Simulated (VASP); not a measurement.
# InAs (Fm-3m) in VASP: notebook, part 2 of 2

VASP 6.6.1. The steps go on from the part before.

### Step 4. Single point, r2SCAN+rVV10

This run uses another cell than the first one, of 21.84 Å³/atom.

Input file POSCAR:

```
InAs
1.0
    0.0000000000      2.7953957180      2.7953957180
    2.7953957180      0.0000000000      2.7953957180
    2.7953957180      2.7953957180      0.0000000000
In As
1 1
Direct
    0.5000000000      0.5000000000      0.5000000000
    0.0000000000      0.0000000000      0.0000000000
```

Input file INCAR.step1:

```
SYSTEM = InAs
PREC     = Accurate       ! precision mode
ENCUT    = 550            ! plane-wave cutoff, eV
ISMEAR   = 0              ! smearing method
SIGMA    = 0.1            ! smearing width, eV
LREAL    = .False.        ! projectors in reciprocal space
LASPH    = .True.         ! aspherical terms in the spheres
NELM     = 120            ! most SCF steps
NBANDS   = 16             ! bands
GGA      = PE             ! functional
ALGO     = Normal         ! electronic algorithm
EDIFF    = 1E-5           ! SCF threshold, eV
LWAVE    = .True.         ! write WAVECAR
LCHARG   = .False.        ! write CHGCAR
GGA_COMPAT= .False.
```

Input file INCAR.step2:

```
SYSTEM = InAs
PREC     = Accurate       ! precision mode
ENCUT    = 550            ! plane-wave cutoff, eV
EDIFF    = 1E-6           ! SCF threshold, eV
ISMEAR   = 0              ! smearing method
SIGMA    = 0.1            ! smearing width, eV
LREAL    = .False.        ! projectors in reciprocal space
LASPH    = .True.         ! aspherical terms in the spheres
NELM     = 120            ! most SCF steps
ALGO     = Normal         ! electronic algorithm
ISIF     = 2              ! what is computed and relaxed
LWAVE    = .False.        ! write WAVECAR
LCHARG   = .False.        ! write CHGCAR
METAGGA  = R2SCAN         ! meta-GGA
LMIXTAU  = .True.       
LUSE_VDW = .True.       
IVDW_NL  = 2            
BPARAM   = 11.95        
CPARAM   = 0.0093       
NBANDS   = 16             ! bands
ISTART   = 1            
GGA_COMPAT= .False.
```

Input file KPOINTS:

```
regular mesh
0
Gamma
  14 14 14
  0 0 0
```

Potentials or basis: VASP PAW PBE potentials, release 64 (In_d, As).

Run with:

```console
cat potpaw_PBE.64/In_d/POTCAR potpaw_PBE.64/As/POTCAR > POTCAR
cp INCAR.step1 INCAR
mpirun -np 1 vasp_std > vasp.out
cp INCAR.step2 INCAR
mpirun -np 1 vasp_std > vasp.out
```

OUTCAR:

```text
SYSTEM = InAs
   PREC = Accurate
   ENCUT = 550
   EDIFF = 1E-6
   ISMEAR = 0
   LREAL = .False.
   LASPH = .True.
   NELM = 120
   ISIF = 2
   METAGGA = R2SCAN
   IVDW_NL = 2
   BPARAM = 11.95
   ISTART = 1

 ion  position               nearest neighbor table
   1  0.500  0.500  0.500-   2 2.80   2 2.80   2 2.80   2 2.80   2 2.80   2 2.80
   2  0.000  0.000  0.000-   1 2.80   1 2.80   1 2.80   1 2.80   1 2.80   1 2.80

  LATTYP: Found a face centered cubic cell.
 ALAT       =     5.5907914360

  Lattice vectors:

 A1 = (   0.0000000000,   2.7953957180,   2.7953957180)
 A2 = (   2.7953957180,   0.0000000000,   2.7953957180)
 A3 = (   2.7953957180,   2.7953957180,   0.0000000000)

Analysis of symmetry for initial positions (statically):
=====================================================================
 Subroutine PRICEL returns:
 Original cell was already a primitive cell.

 Routine SETGRP: Setting up the symmetry group for a
 face centered cubic supercell.

 Subroutine GETGRP returns: Found 48 space group operations
 (whereof 48 operations were pure point group operations)
 out of a pool of 48 trial point group operations.

The static configuration has the point symmetry O_h .

Analysis of symmetry for dynamics (positions and initial velocities):
=====================================================================
 Subroutine PRICEL returns:
 Original cell was already a primitive cell.

 Routine SETGRP: Setting up the symmetry group for a
 face centered cubic supercell.

 Subroutine GETGRP returns: Found 48 space group operations
 (whereof 48 operations were pure point group operations)
 out of a pool of 48 trial point group operations.

The dynamic configuration has the point symmetry O_h .

 Subroutine INISYM returns: Found 48 space group operations
 (whereof 48 operations are pure point group operations),
 and found     1 'primitive' translations
[... 106 lines left out ...]
   NELECT =      18.0000    total number of electrons
   NUPDOWN=      -1.0000    fix difference up-down
   EMIN   =  10.00;   EMAX   =-10.00  energy-range for DOS
   EFERMI =   0.00;   METHOD = LEGACY
   ISMEAR =     0;   SIGMA  =   0.10  broadening in eV -4-tet -1-fermi 0-gaus
   EFERMI_NEDOS =   21; number of points for ismear=-14 and -15
   IALGO  =     38    algorithm
   IMIX   =      4    mixing-type and parameters
     AMIX     =   0.40;   BMIX     =  1.00
     AMIX_MAG =   1.60;   BMIX_MAG =  1.00
  volume/ion in A,a.u.               =      21.84       147.41
  Fermi-wavevector in a.u.,A,eV,Ry     =   1.218183  2.302031 20.190620  1.483969
  Thomas-Fermi vector in A             =   2.353478
   LORBIT       =      0    0 simple, 1 ext, 2 COOP (PROOUT), +10 PAW based schemes
   METAGGA = R2SCAN    functional components
   LHFCALC =     F    Hartree Fock is set to
   AEXX    =    0.0000 exact exchange contribution
   IVDW_NL    =     2    kernel type
   BPARAM     =11.9500
   IVDW    =     0    specifies the selected vdW correction
   LEPSILON=     F    determine dielectric tensor
   LRPA    =     F    only Hartree local field effects (RPA)
 non-spin polarized calculation
 Gauss-broadening in eV      SIGMA  =   0.10
  energy-cutoff  :      550.00
  volume of cell :       43.69
 maximum number of plane-waves:      1299
   NGX = 15   NGY = 15   NGZ = 15

 number of electron      18.0000004 magnetization

 Free energy of the ion-electron system (eV)
  ---------------------------------------------------
  ext. energy  EPLUGINS =         0.00000000
  ---------------------------------------------------
  free energy    TOTEN  =       -37.12178079 eV

  energy without entropy =      -37.11612659  energy(sigma->0) =      -37.11895369

 E-fermi :   6.7027     XC(G=0): -11.1351

 val. band max:        6.7004421385   @ k =   0.3571   0.1429   0.0714
 cond. band min:       6.7199219112   @ k =  -0.3571   0.1429   0.0000
 fundamental gap:      0.0194797727
 Fermi energy:         6.7026743516

 k-point     1 :       0.0000    0.0000    0.0000
  band No.  band energies     occupation
      1      -8.2198      2.00000
      2      -8.2198      2.00000
      3      -8.1796      2.00000
      4      -8.1796      2.00000
      5      -8.1796      2.00000
      6      -6.4671      2.00000
[... 433 lines left out ...]
      3      -8.1917      2.00000
      4      -8.1441      2.00000
      5      -8.1323      2.00000
      6      -5.5071      2.00000
[... 8 lines left out ...]
     15      17.4816      0.00000
     16      17.7427      0.00000

 [... further k-points ...]
[... 5 lines left out ...]
  --------------------------------------------------------------------------------------
  -------------------------------------------------------------------------------------
  Total        0.9146878      0.9146878      0.9146878     -0.0000000     -0.0000000      0.0000000
  in kB       33.5446746     33.5446746     33.5446746     -0.0000000     -0.0000000      0.0000000
  external PRESSURE =      33.5446746 kB  Pullay stress =       0.0000000 kB

 VOLUME and BASIS-vectors are now :
 -----------------------------------------------------------------------------
  energy-cutoff  :      550.00
  volume of cell :       43.69
      direct lattice vectors                 reciprocal lattice vectors
     0.000000000  2.795395718  2.795395718    -0.178865553  0.178865553  0.178865553
     2.795395718  0.000000000  2.795395718     0.178865553 -0.178865553  0.178865553
     2.795395718  2.795395718  0.000000000     0.178865553  0.178865553 -0.178865553

 POSITION                                       TOTAL-FORCE (eV/Angst)
 -----------------------------------------------------------------------------------
      2.79540      2.79540      2.79540        -0.000000      0.000000      0.000000
      0.00000      0.00000      0.00000         0.000000     -0.000000      0.000000
 -----------------------------------------------------------------------------------
    total drift:                                0.000000      0.000000      0.000000

  FREE ENERGIE OF THE ION-ELECTRON SYSTEM (eV)
  ---------------------------------------------------
  free  energy   TOTEN  =       -37.1217807856 eV

  energy  without entropy=      -37.1161265881  energy(sigma->0) =      -37.11895369
```

Run time: 3 min. Hardware: 1 thread of Intel Xeon 6975P-C (Granite Rapids), shared host; peak memory 0.33 GiB.

Results:

```
Free energy            : -37.1218 eV
Pressure               : 3.4 GPa
Band gap on the k mesh : zero (bands 9 and 10 overlap by 3.01 eV)
```

Caveat: the cell stands under pressure; the PAW data sets were made with another functional, which shifts forces and pressure a little; spin-orbit coupling is left out, which moves the levels of the heavy elements.

### Step 5. Single point, r2SCAN+rVV10

This run uses another cell than the first one, of 22.65 Å³/atom.

Input file POSCAR:

```
InAs
1.0
    0.0000000000      2.8293012280      2.8293012280
    2.8293012280      0.0000000000      2.8293012280
    2.8293012280      2.8293012280      0.0000000000
In As
1 1
Direct
    0.5000000000      0.5000000000      0.5000000000
    0.0000000000      0.0000000000      0.0000000000
```

Input file INCAR.step1:

```
SYSTEM = InAs
ALGO = Normal
EDIFF = 1E-5
ENCUT = 550
GGA = PE
GGA_COMPAT = .FALSE.
ISMEAR = 0
LASPH = .TRUE.
LCHARG = .FALSE.
LREAL = .FALSE.
LWAVE = .TRUE.
NBANDS = 16
NELM = 120
PREC = Accurate
SIGMA = 0.1
```

Input file INCAR.step2:

```
SYSTEM = InAs
ALGO = Normal
BPARAM = 11.95
CPARAM = 0.0093
EDIFF = 1E-6
ENCUT = 550
GGA_COMPAT = .FALSE.
ISIF = 2
ISMEAR = 0
ISTART = 1
IVDW_NL = 2
LASPH = .TRUE.
LCHARG = .FALSE.
LMIXTAU = .TRUE.
LREAL = .FALSE.
LUSE_VDW = .TRUE.
LWAVE = .FALSE.
METAGGA = R2SCAN
NBANDS = 16
NELM = 120
PREC = Accurate
SIGMA = 0.1
```

Input file KPOINTS:

```
k-points
0
G
  14 14 14
  0 0 0
```

Potentials or basis: VASP PAW PBE potentials, release 64 (In_d, As).

Run with:

```console
cat potpaw_PBE.64/In_d/POTCAR potpaw_PBE.64/As/POTCAR > POTCAR
cp INCAR.step1 INCAR
mpirun -np 1 vasp_std > vasp.out
cp INCAR.step2 INCAR
mpirun -np 1 vasp_std > vasp.out
```

OUTCAR:

```text
SYSTEM = InAs
   BPARAM = 11.95
   EDIFF = 1E-6
   ENCUT = 550
   ISIF = 2
   ISMEAR = 0
   ISTART = 1
   IVDW_NL = 2
   LASPH = .TRUE.
   LREAL = .FALSE.
   METAGGA = R2SCAN
   NELM = 120
   PREC = Accurate

 ion  position               nearest neighbor table
   1  0.500  0.500  0.500-   2 2.83   2 2.83   2 2.83   2 2.83   2 2.83   2 2.83
   2  0.000  0.000  0.000-   1 2.83   1 2.83   1 2.83   1 2.83   1 2.83   1 2.83

  LATTYP: Found a face centered cubic cell.
 ALAT       =     5.6586024560

  Lattice vectors:

 A1 = (   0.0000000000,   2.8293012280,   2.8293012280)
 A2 = (   2.8293012280,   0.0000000000,   2.8293012280)
 A3 = (   2.8293012280,   2.8293012280,   0.0000000000)

Analysis of symmetry for initial positions (statically):
=====================================================================
 Subroutine PRICEL returns:
 Original cell was already a primitive cell.

 Routine SETGRP: Setting up the symmetry group for a
 face centered cubic supercell.

 Subroutine GETGRP returns: Found 48 space group operations
 (whereof 48 operations were pure point group operations)
 out of a pool of 48 trial point group operations.
[... 159 lines left out ...]
  ext. energy  EPLUGINS =         0.00000000
  ---------------------------------------------------
  free energy    TOTEN  =       -37.14028938 eV

  energy without entropy =      -37.13454631  energy(sigma->0) =      -37.13741784

 E-fermi :   6.2728     XC(G=0): -10.9546

 val. band max:        6.2720988069   @ k =   0.3571   0.1429   0.0714
 cond. band min:       6.2949640586   @ k =  -0.3571   0.1429   0.0000
 fundamental gap:      0.0228652518
 Fermi energy:         6.2728213311

 k-point     1 :       0.0000    0.0000    0.0000
  band No.  band energies     occupation
      1      -8.5992      2.00000
      2      -8.5992      2.00000
      3      -8.5622      2.00000
      4      -8.5622      2.00000
      5      -8.5622      2.00000
      6      -6.6212      2.00000
[... 433 lines left out ...]
      3      -8.5724      2.00000
      4      -8.5303      2.00000
      5      -8.5203      2.00000
      6      -5.7127      2.00000
[... 8 lines left out ...]
     15      16.9163      0.00000
     16      17.1829      0.00000

 [... further k-points ...]
[... 5 lines left out ...]
  --------------------------------------------------------------------------------------
  -------------------------------------------------------------------------------------
  Total        0.0930214      0.0930214      0.0930214     -0.0000000      0.0000000     -0.0000000
  in kB        3.2902265      3.2902265      3.2902265     -0.0000000      0.0000000     -0.0000000
  external PRESSURE =       3.2902265 kB  Pullay stress =       0.0000000 kB

 VOLUME and BASIS-vectors are now :
 -----------------------------------------------------------------------------
  energy-cutoff  :      550.00
  volume of cell :       45.30
      direct lattice vectors                 reciprocal lattice vectors
     0.000000000  2.829301228  2.829301228    -0.176722081  0.176722081  0.176722081
     2.829301228  0.000000000  2.829301228     0.176722081 -0.176722081  0.176722081
     2.829301228  2.829301228  0.000000000     0.176722081  0.176722081 -0.176722081

 POSITION                                       TOTAL-FORCE (eV/Angst)
 -----------------------------------------------------------------------------------
      2.82930      2.82930      2.82930         0.000000      0.000000     -0.000000
      0.00000      0.00000      0.00000         0.000000     -0.000000      0.000000
 -----------------------------------------------------------------------------------
    total drift:                               -0.000000     -0.000000      0.000000

  FREE ENERGIE OF THE ION-ELECTRON SYSTEM (eV)
  ---------------------------------------------------
  free  energy   TOTEN  =       -37.1402893832 eV

  energy  without entropy=      -37.1345463051  energy(sigma->0) =      -37.13741784
```

OUTCAR.step1:

```text
SYSTEM = InAs
   EDIFF = 1E-5
   ENCUT = 550
   GGA = PE
   ISMEAR = 0
   LASPH = .TRUE.
   LREAL = .FALSE.
[... 676 lines left out ...]
      2.82930      2.82930      2.82930         0.000000     -0.000000     -0.000000
      0.00000      0.00000      0.00000        -0.000000      0.000000      0.000000
 -----------------------------------------------------------------------------------
    total drift:                               -0.000000     -0.000000      0.000000

  FREE ENERGIE OF THE ION-ELECTRON SYSTEM (eV)
  ---------------------------------------------------
  free  energy   TOTEN  =        -7.3017443526 eV

  energy  without entropy=       -7.2958801564  energy(sigma->0) =       -7.29881225
```

It took 2.2 min on 1 thread of Intel Xeon 6975P-C (Granite Rapids), shared host; peak memory 0.37 GiB.

Results:

```
Free energy            : -37.1403 eV
Pressure               : 0.3 GPa
Band gap on the k mesh : zero (bands 9 and 10 overlap by 2.87 eV)
```

Levels at points of the mesh, in eV from the Fermi level:
```csv
k point,band 6,band 7,band 8,band 9,band 10,band 11,band 12,band 13
"(0.00, 0.00, 0.00)",-12.89,-0.24,-0.24,-0.24,0.20,7.70,7.70,7.70
"(0.50, 0.00, 0.00)",-10.99,-6.91,0.20,0.20,2.66,3.61,3.61,5.23
"(0.50, 0.50, 0.00)",-9.90,-5.13,-2.70,-2.46,-2.46,4.20,10.34,10.34
```

Caveat: the PAW data sets were made with another functional, which shifts forces and pressure a little; spin-orbit coupling is left out, which moves the levels of the heavy elements.

### Step 6. Summary

```csv
cell,gap on the mesh (eV),pressure (GPa)
"a = 3.894 Å, angles 60.0°, 2 atoms",none,7.9
"a = 3.953 Å, angles 60.0°, 2 atoms",none,3.4
"a = 4.001 Å, angles 60.0°, 2 atoms",none,0.3
```

Alike in all rows: task single point; level r2SCAN+rVV10; potentials or basis VASP PAW PBE potentials, release 64 (In_d, As); no spin polarisation; k mesh 14 × 14 × 14; cutoff (eV) 550; smearing gaussian 0.1 eV.

Caveats: the PAW data sets were made with another functional, which shifts forces and pressure a little; spin-orbit coupling is left out, which moves the levels of the heavy elements; the cell stands under pressure (at least some runs).

Absolute energies hang on the potentials; compare differences alone.
